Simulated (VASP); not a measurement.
Set up this calculation in VASP 6.6.1, as the native input.

```yaml
Task: single point
Functional: PBE
Potentials_or_basis: VASP PAW PBE potentials, release 64 (Zr_sv, Ta_pv, C)
Cutoff: 520 eV
k_mesh: 6 × 6 × 4
Occupations: gaussian, width 0.1 eV
Spin: no spin polarisation
Dipole_correction: no
Further_INCAR_settings: ALGO = Normal; EDIFF = 1e-06; NBANDS = 29
```

The structure of ZrTa2C2 lies in POSCAR:

```
ZrTa2C2
1.0
    3.5281359000      0.0000000000      0.0000000000
   -1.7640679500      3.0554553200      0.0000000000
    0.0000000000      0.0000000000      6.2553699000
Zr Ta C
1 2 2
Direct
    0.0000000000      0.0000000000      0.0000000000
    0.3333333300      0.6666666700      0.2909138500
    0.6666666700      0.3333333300      0.7090861500
    0.3333333300      0.6666666700      0.6253127500
    0.6666666700      0.3333333300      0.3746872500
```

The cell was built from a structure type or drawn by symmetry, and may not be a known phase.

One way to write it, as run:

INCAR

```
SYSTEM = ZrTa2C2
PREC = Accurate ; ENCUT = 520
EDIFF = 1E-6 ; ISMEAR = 0
SIGMA = 0.1 ; LREAL = .FALSE.
LASPH = .TRUE. ; NELM = 100
ALGO = Normal ; ISIF = 2
LWAVE = .FALSE. ; LCHARG = .TRUE.
GGA = PE ; LELF = .TRUE.
LVHAR = .TRUE. ; NBANDS = 29
```

KPOINTS

```
Automatic mesh
0
G
  6 6 4
  0 0 0
```

Potentials or basis: VASP PAW PBE potentials, release 64 (Zr_sv, Ta_pv, C).

The run is started by

```sh
$ cat potpaw_PBE.64/Zr_sv/POTCAR potpaw_PBE.64/Ta_pv/POTCAR potpaw_PBE.64/C/POTCAR > POTCAR
$ mpirun -np 1 vasp_std > vasp.out
```

Results of the run:

```
Pressure               : 29.5 GPa
Largest force          : 3.782 eV/Å
Band gap on the k mesh : zero (bands 21 and 22 overlap by 0.65 eV)
```

Caveat: the cell stands under pressure; spin-orbit coupling is left out, which moves the levels of the heavy elements; forces of over 1 eV/Å act on the atoms, so gaps and moduli don't describe the material at rest.

Run time: 100 s on 1 thread of Intel Xeon 8259CL (shared host), peak memory 0.21 GiB.
